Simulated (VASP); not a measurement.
# Cu (C2/m) in VASP: a series of runs

Runs on Cu. Level: r2SCAN. Tasks: single point.

Everything below comes from runs of VASP 6.6.1. Logs are shortened: lines on timing, memory, paths and dates and some standing lists are left out, and cuts for length are marked.

## (1) The cell of the first run

Symmetry: C2/m, No. 12, monoclinic system. The conventional cell has a = 3.988 Å, b = 2.886 Å, c = 3.988 Å, α = 90.00°, β = 92.71°, γ = 90.00°. Cu (site symmetry m) has 14 Cu at 2.46 to 3.23 Å within 3.3 Å.

## (2) Single point, r2SCAN (atoms displaced along a vibrational mode)

Input file POSCAR:

```
Cu
1.0
    1.4427933200     -1.4427933200     -1.3760814500
    1.4427933200      1.4427933200     -1.3760814500
    2.8855866400      0.0000000000      2.7521629000
Cu
2
Direct
    0.0564189441      0.0564189441      0.0001213717
    0.4435810559      0.4435810559      0.4998786283
```

Input file INCAR.step1:

```
SYSTEM = Cu
PREC     = Accurate       ! precision mode
ENCUT    = 520            ! plane-wave cutoff, eV
ISMEAR   = 0              ! smearing method
SIGMA    = 0.15           ! smearing width, eV
LREAL    = .FALSE.        ! projectors in reciprocal space
LASPH    = .TRUE.         ! aspherical terms in the spheres
NELM     = 100            ! most SCF steps
NBANDS   = 18             ! bands
GGA      = PE             ! functional
ALGO     = Normal         ! electronic algorithm
EDIFF    = 1E-4           ! SCF threshold, eV
LWAVE    = .TRUE.         ! write WAVECAR
LCHARG   = .FALSE.        ! write CHGCAR
```

Input file INCAR.step2:

```
SYSTEM = Cu
PREC     = Accurate       ! precision mode
ENCUT    = 520            ! plane-wave cutoff, eV
EDIFF    = 1E-6           ! SCF threshold, eV
ISMEAR   = 0              ! smearing method
SIGMA    = 0.15           ! smearing width, eV
LREAL    = .FALSE.        ! projectors in reciprocal space
LASPH    = .TRUE.         ! aspherical terms in the spheres
NELM     = 100            ! most SCF steps
ALGO     = Normal         ! electronic algorithm
ISIF     = 2              ! what is computed and relaxed
LWAVE    = .FALSE.        ! write WAVECAR
LCHARG   = .FALSE.        ! write CHGCAR
METAGGA  = R2SCAN         ! meta-GGA
LMIXTAU  = .TRUE.       
NBANDS   = 18             ! bands
ISTART   = 1
```

Input file KPOINTS:

```
Automatic mesh
0
G
  20 20 12
  0 0 0
```

Potentials or basis: VASP PAW PBE potentials, release 64 (Cu).

Run with:

```bash
cat potpaw_PBE.64/Cu/POTCAR > POTCAR
cp INCAR.step1 INCAR
mpirun -np 1 vasp_std > vasp.out
cp INCAR.step2 INCAR
mpirun -np 1 vasp_std > vasp.out
```

OUTCAR:

```text
SYSTEM = Cu
   PREC = Accurate
   ENCUT = 520
   EDIFF = 1E-6
   ISMEAR = 0
   LREAL = .FALSE.
   LASPH = .TRUE.
   NELM = 100
   ISIF = 2
   METAGGA = R2SCAN
   ISTART = 1

 ion  position               nearest neighbor table
   1  0.056  0.056  0.000-   2 2.46   2 2.48   2 2.48   2 2.52   2 2.52   2 2.58
   2  0.444  0.444  0.500-   1 2.46   1 2.48   1 2.48   1 2.52   1 2.52   1 2.58

  LATTYP: Found a base centered monoclinic cell.
 ALAT       =     3.9876071628
 B/A-ratio  =     0.7236386440
 C/A-ratio  =     1.0000000000
 COS(beta)  =    -0.0473057741

  Lattice vectors:

 A1 = (  -1.4427933200,   1.4427933200,   1.3760814500)
 A2 = (  -1.4427933200,  -1.4427933200,   1.3760814500)
 A3 = (   2.8855866400,   0.0000000000,   2.7521629000)

Analysis of symmetry for initial positions (statically):
=====================================================================
 Subroutine PRICEL returns:
 Original cell was already a primitive cell.

 Routine SETGRP: Setting up the symmetry group for a
 base centered monoclinic supercell.

 Subroutine GETGRP returns: Found  4 space group operations
 (whereof  2 operations were pure point group operations)
 out of a pool of  4 trial point group operations.

The static configuration has the point symmetry C_1h.
 The point group associated with its full space group is C_2h.

Analysis of symmetry for dynamics (positions and initial velocities):
=====================================================================
 Subroutine PRICEL returns:
 Original cell was already a primitive cell.

 Routine SETGRP: Setting up the symmetry group for a
 base centered monoclinic supercell.

 Subroutine GETGRP returns: Found  4 space group operations
 (whereof  2 operations were pure point group operations)
 out of a pool of  4 trial point group operations.

The dynamic configuration has the point symmetry C_1h.
 The point group associated with its full space group is C_2h.

 Subroutine INISYM returns: Found  4 space group operations
 (whereof  2 operations are pure point group operations),
 and found     1 'primitive' translations

----------------------------------------------------------------------------------------

                                     Primitive cell

  volume of cell :      22.9162

  direct lattice vectors                    reciprocal lattice vectors
     1.442793320 -1.442793320 -1.376081450     0.173274991 -0.346549983 -0.181675293
     1.442793320  1.442793320 -1.376081450     0.173274991  0.346549983 -0.181675293
     2.885586640  0.000000000  2.752162900     0.173274991  0.000000000  0.181675293

  length of vectors
     2.461078074  2.461078074  3.987607163     0.427933435  0.427933435  0.251058030

  position of ions in fractional coordinates (direct lattice)
     0.056418944  0.056418944  0.000121372
     0.443581056  0.443581056  0.499878628

  ion indices of the primitive-cell ions
   primitive index   ion index
                 1           1
                 2           2

----------------------------------------------------------------------------------------

 KPOINTS: Automatic mesh

Automatic generation of k-mesh.
 Grid dimensions read from file:
 generate k-points for:   20   20   12

 Generating k-lattice:

  Cartesian coordinates                     Fractional coordinates (reciprocal lattice)
     0.008663750 -0.017327499 -0.009083765     0.050000000 -0.000000000  0.000000000
     0.008663750  0.017327499 -0.009083765    -0.000000000  0.050000000  0.000000000
     0.014439583  0.000000000  0.015139608     0.000000000  0.000000000  0.083333333

  Length of vectors
     0.021396672  0.021396672  0.020921503

  Shift w.r.t. Gamma in fractional coordinates (k-lattice)
     0.000000000  0.000000000  0.000000000

 Subroutine IBZKPT returns following result:
 ===========================================

 Found   1272 irreducible k-points:

 Following reciprocal coordinates:
            Coordinates               Weight
  0.000000  0.000000  0.000000      1.000000
  0.050000 -0.000000  0.000000      4.000000
  0.100000 -0.000000  0.000000      4.000000
  0.150000 -0.000000  0.000000      4.000000
  0.200000 -0.000000  0.000000      4.000000
  0.250000 -0.000000  0.000000      4.000000
[... 16 lines left out ...]
 -0.400000  0.050000 -0.000000      4.000000
 -0.350000  0.050000 -0.000000      4.000000
 [... further k-points ...]
   k-points           NKPTS =   1272   k-points in BZ     NKDIM =   1272   number of bands    NBANDS=     18
   number of dos      NEDOS =    301   number of ions     NIONS =      2
   total plane-waves  NPLWV =   9720
   dimension x,y,z NGX =    18 NGY =   18 NGZ =   30
   dimension x,y,z NGXF=    36 NGYF=   36 NGZF=   60
   ions per type =               2
   NGX,Y,Z   is equivalent  to a cutoff of  12.16, 12.16, 12.51 a.u.
   NGXF,Y,Z  is equivalent  to a cutoff of  24.32, 24.32, 25.01 a.u.
 SYSTEM =  Cu
   PREC   = accura    normal or accurate (medium, high low for compatibility)
   ISTART =      1    job   : 0-new  1-cont  2-samecut
   ICHARG =      0    charge: 1-file 2-atom 10-const
   ISPIN  =      1    spin polarized calculation?
   LNONCOLLINEAR =      F non collinear calculations
   LSORBIT =      F    spin-orbit coupling
   LASPH  =      T    aspherical Exc in radial PAW
   ENCUT  =  520.0 eV  38.22 Ry    6.18 a.u.   4.58  4.58  7.41*2*pi/ulx,y,z
   NELM   =    100;   NELMIN=  2; NELMDL=  0     # of ELM steps
   EDIFF  = 0.1E-05   stopping-criterion for ELM
   LREAL  =      F    real-space projection
   EDIFFG = 0.1E-04   stopping-criterion for IOM
   NSW    =      0    number of steps for IOM
   IBRION =     -1    ionic relax: 0-MD 1-quasi-New 2-CG
   NFREE  =      0    steps in history (QN), initial steepest desc. (CG)
   ISIF   =      2    stress and relaxation
   ISYM   =      2    0-nonsym 1-usesym 2-fastsym
   POTIM  = 0.5000    time-step for ionic-motion
   TEBEG  =    0.0;   TEEND  =   0.0 temperature during run
   PSTRESS=    0.0 pullay stress
   NELECT =      22.0000    total number of electrons
   NUPDOWN=      -1.0000    fix difference up-down
   EMIN   =  10.00;   EMAX   =-10.00  energy-range for DOS
   EFERMI =   0.00;   METHOD = LEGACY
   ISMEAR =     0;   SIGMA  =   0.15  broadening in eV -4-tet -1-fermi 0-gaus
   EFERMI_NEDOS =   21; number of points for ismear=-14 and -15
   IALGO  =     38    algorithm
   IMIX   =      4    mixing-type and parameters
     AMIX     =   0.40;   BMIX     =  1.00
     AMIX_MAG =   1.60;   BMIX_MAG =  1.00
  volume/ion in A,a.u.               =      11.46        77.32
  Fermi-wavevector in a.u.,A,eV,Ry     =   1.614984  3.051878 35.486359  2.608174
  Thomas-Fermi vector in A             =   2.709805
   LORBIT       =      0    0 simple, 1 ext, 2 COOP (PROOUT), +10 PAW based schemes
   METAGGA = R2SCAN    functional components
   LHFCALC =     F    Hartree Fock is set to
   AEXX    =    0.0000 exact exchange contribution
   IVDW    =     0    specifies the selected vdW correction
   LEPSILON=     F    determine dielectric tensor
   LRPA    =     F    only Hartree local field effects (RPA)
 non-spin polarized calculation
 Gauss-broadening in eV      SIGMA  =   0.15
  energy-cutoff  :      520.00
  volume of cell :       22.92
 maximum number of plane-waves:       636
   NGX =  9   NGY =  9   NGZ = 15

 number of electron      22.0000012 magnetization

 Free energy of the ion-electron system (eV)
  ---------------------------------------------------
  ext. energy  EPLUGINS =         0.00000000
  ---------------------------------------------------
  free energy    TOTEN  =       -21.54661635 eV

  energy without entropy =      -21.53996740  energy(sigma->0) =      -21.54329188

 E-fermi :   7.7769     XC(G=0): -13.9415

 val. band max:        7.7753038356   @ k =  -0.4000   0.0500   0.4167
 cond. band min:       7.7775927515   @ k =  -0.4000   0.2000   0.0833
 fundamental gap:      0.0022889160
 Fermi energy:         7.7769124776

 k-point     1 :       0.0000    0.0000    0.0000
  band No.  band energies     occupation
      1      -2.1257      2.00000
      2       2.4232      2.00000
      3       3.7042      2.00000
      4       4.3003      2.00000
      5       4.6777      2.00000
      6       4.6971      2.00000
[... 10 lines left out ...]
     17      31.1206      0.00000
     18      34.1754      0.00000

 k-point     2 :       0.0500   -0.0000    0.0000
  band No.  band energies     occupation
      1      -2.0502      2.00000
      2       2.4628      2.00000
      3       3.7092      2.00000
      4       4.3114      2.00000
      5       4.6842      2.00000
      6       4.6921      2.00000
[... 10 lines left out ...]
     17      31.7471      0.00000
     18      33.2831      0.00000

 k-point     3 :       0.1000   -0.0000    0.0000
  band No.  band energies     occupation
      1      -1.8251      2.00000
      2       2.5756      2.00000
      3       3.7218      2.00000
      4       4.3353      2.00000
      5       4.6423      2.00000
      6       4.7374      2.00000
[... 10 lines left out ...]
     17      31.1806      0.00000
     18      32.4849      0.00000

 k-point     4 :       0.1500   -0.0000    0.0000
  band No.  band energies     occupation
      1      -1.4555      2.00000
      2       2.7434      2.00000
      3       3.7370      2.00000
      4       4.3488      2.00000
      5       4.5299      2.00000
      6       4.8330      2.00000
[... 375 lines left out ...]
      4       3.9806      2.00000
      5       4.2273      2.00000
      6       4.5761      2.00000
[... 10 lines left out ...]
     17      23.4212      0.00000
     18      30.4246      0.00000

 k-point    23 :      -0.4000    0.0500   -0.0000
  band No.  band energies     occupation
      1       2.0718      2.00000
      2       3.1392      2.00000
      3       3.4025      2.00000
      4       3.9746      2.00000
      5       4.2946      2.00000
      6       4.5527      2.00000
[... 10 lines left out ...]
     17      23.2268      0.00000
     18      30.6903      0.00000

 k-point    24 :      -0.3500    0.0500   -0.0000
  band No.  band energies     occupation
      1       1.4107      2.00000
      2       3.1742      2.00000
      3       3.5260      2.00000
      4       3.9239      2.00000
      5       4.3927      2.00000
      6       4.5051      2.00000
[... 10 lines left out ...]
     17      23.2589      0.00000
     18      30.8788      0.00000

 [... further k-points ...]
[... 5 lines left out ...]
  --------------------------------------------------------------------------------------
  -------------------------------------------------------------------------------------
  Total        0.3945272     -0.2113236      0.8377093      0.0000000      0.0000000     -0.1045928
  in kB       27.5832351    -14.7746167     58.5681546      0.0000000      0.0000000     -7.3125666
  external PRESSURE =      23.7922577 kB  Pullay stress =       0.0000000 kB

 VOLUME and BASIS-vectors are now :
 -----------------------------------------------------------------------------
  energy-cutoff  :      520.00
  volume of cell :       22.92
      direct lattice vectors                 reciprocal lattice vectors
     1.442793320 -1.442793320 -1.376081450     0.173274991 -0.346549983 -0.181675293
     1.442793320  1.442793320 -1.376081450     0.173274991  0.346549983 -0.181675293
     2.885586640  0.000000000  2.752162900     0.173274991  0.000000000  0.181675293

 POSITION                                       TOTAL-FORCE (eV/Angst)
 -----------------------------------------------------------------------------------
      0.16315      0.00000     -0.15494        -0.126664      0.000000      0.210309
      2.72243      0.00000      0.15494         0.126664      0.000000     -0.210309
 -----------------------------------------------------------------------------------
    total drift:                               -0.000000      0.000000     -0.000000

  FREE ENERGIE OF THE ION-ELECTRON SYSTEM (eV)
  ---------------------------------------------------
  free  energy   TOTEN  =       -21.5466163528 eV

  energy  without entropy=      -21.5399673986  energy(sigma->0) =      -21.54329188
```

Run time: 15 min. Hardware: 1 thread of AMD EPYC 9R45 (Zen 5), shared host; peak memory 0.46 GiB.

What came out:

| Quantity | Value |
| --- | --- |
| Free energy | -21.5466 eV |
| Pressure | 2.4 GPa |
| Largest force | 0.246 eV/Å |
| Band gap on the k mesh | zero (bands 11 and 12 overlap by 5.81 eV) |

Forces in eV/Å, atoms in the order of the input:
```
Cu  -0.127  0.000  0.210
Cu   0.127  0.000 -0.210
```

Stress tensor (GPa, compression positive):
```
 2.76  0.00 -0.73
 0.00 -1.48  0.00
-0.73  0.00  5.86
```

Levels at points of the mesh, in eV from the Fermi level:
| k point | band 7 | band 8 | band 9 | band 10 | band 11 | band 12 | band 13 | band 14 | band 15 | band 16 |
| --- | --- | --- | --- | --- | --- | --- | --- | --- | --- | --- |
| (0.00, 0.00, 0.00) | -2.59 | -2.35 | -2.29 | -1.91 | -1.71 | -0.55 | 4.96 | 18.62 | 18.85 | 21.69 |
| (0.50, 0.00, 0.00) | -2.81 | -2.17 | -2.05 | -1.77 | -0.19 | 0.75 | 8.06 | 9.30 | 10.20 | 11.35 |
| (0.50, 0.50, 0.00) | -2.23 | -1.70 | -1.55 | -1.54 | 0.41 | 4.05 | 8.17 | 9.15 | 11.07 | 13.34 |
| (0.00, 0.00, 0.50) | -2.66 | -2.64 | -2.40 | -2.22 | -1.97 | -1.91 | 14.77 | 14.78 | 20.43 | 21.06 |
| (0.50, 0.00, 0.50) | -2.21 | -2.15 | -1.76 | -1.72 | -0.55 | -0.22 | 4.25 | 4.79 | 18.41 | 19.12 |
| (0.50, 0.50, 0.50) | -2.25 | -2.23 | -1.57 | -1.51 | 2.33 | 3.13 | 6.44 | 7.37 | 11.84 | 11.85 |

Caveat: the cell differs from its parent crystal (atoms displaced along a vibrational mode); the PAW data sets were made with another functional, which shifts forces and pressure a little.

(Part 1 of 2 ends here.)
